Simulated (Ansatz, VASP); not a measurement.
# One calculation of WS2, two programs

File INCAR:

```
PREC = Accurate
ENCUT = 520
EDIFF = 1E-6
ISMEAR = 0
SIGMA = 0.05
LREAL = F
LASPH = T
NELM = 80
ALGO = Normal
ISIF = 2
LWAVE = F
LCHARG = F
NBANDS = 35
```

Contents of KPOINTS:

```
Automatic mesh
0
Gamma
  12 12 4
```

POSCAR

```
WS2
1.0
    3.0985446697      0.0000000000      0.0000000000
   -1.5492723349      2.6834183987      0.0000000000
    0.0000000000      0.0000000000     12.0430200778
W S
2 4
Direct
    0.3333333333      0.6666666667      0.2500000000
    0.6666666667      0.3333333333      0.7500000000
    0.3333333333      0.6666666667      0.6077145164
    0.6666666667      0.3333333333      0.1077145164
    0.3333333333      0.6666666667      0.8922854836
    0.6666666667      0.3333333333      0.3922854836
```

Input for Ansatz:

```yaml
crystal:
  lattice:
    - [3.0985446697, 0.0, 0.0]
    - [-1.5492723349, 2.6834183987, 0.0]
    - [0.0, 0.0, 12.0430200778]
  atoms:
    - { symbol: W, position: [0.3333333333, 0.6666666667, 0.25] }
    - { symbol: W, position: [0.6666666667, 0.3333333333, 0.75] }
    - { symbol: S, position: [0.3333333333, 0.6666666667, 0.6077145164] }
    - { symbol: S, position: [0.6666666667, 0.3333333333, 0.1077145164] }
    - { symbol: S, position: [0.3333333333, 0.6666666667, 0.8922854836] }
    - { symbol: S, position: [0.6666666667, 0.3333333333, 0.3922854836] }
basis:
  ecutwfc: 420
kpoints:
  mp_grid: { grid: [12, 12, 4] }
hamiltonian:
  xc: lda
  pseudopotentials: { kind: paw, azcp: { folder: soft_1 } }
scf:
  occupations: { method: gaussian, width: 0.05 }
output:
  forces: true
  stress: true
  eigenvalues: true
```

Alike in both runs: task single point; functional LDA; k mesh 12 × 12 × 4; occupations gaussian, width 0.05 eV; no spin polarisation.

|  | VASP | Ansatz |
| --- | --- | --- |
| version | VASP 6.6.1 | Ansatz 0.2.0 |
| potentials or method | VASP PAW LDA potentials, release 64 (W_sv, S), cutoff 520 eV | scalar-relativistic, plane waves, PAW |
| valence electrons in the cell | 52 | 52 |

|  | VASP | Ansatz | Ansatz less VASP |
| --- | --- | --- | --- |
| gap on the k mesh at the Fermi level (eV) | 0.61 | 0.60 | -0.010 |
| least direct gap on the mesh (eV) | 1.38 | 1.38 | -0.002 |
| pressure (GPa) | -11.3 | -11.6 | -0.32 |
| traceless stress, the component that is largest in VASP (GPa) | -12.37 | -12.37 | +0.001 |
| rms of the force components (eV/Å) | 1.190 | 1.206 | +0.0161 |

Ansatz warns that its potentials were made for another functional, while VASP's fit it. LDA's correlation is that of Perdew and Zunger in VASP and of Perdew and Wang (1992) in Ansatz. Atom by atom the forces differ by 0.016 eV/Å (rms over components).

Neither program's run includes spin-orbit coupling.
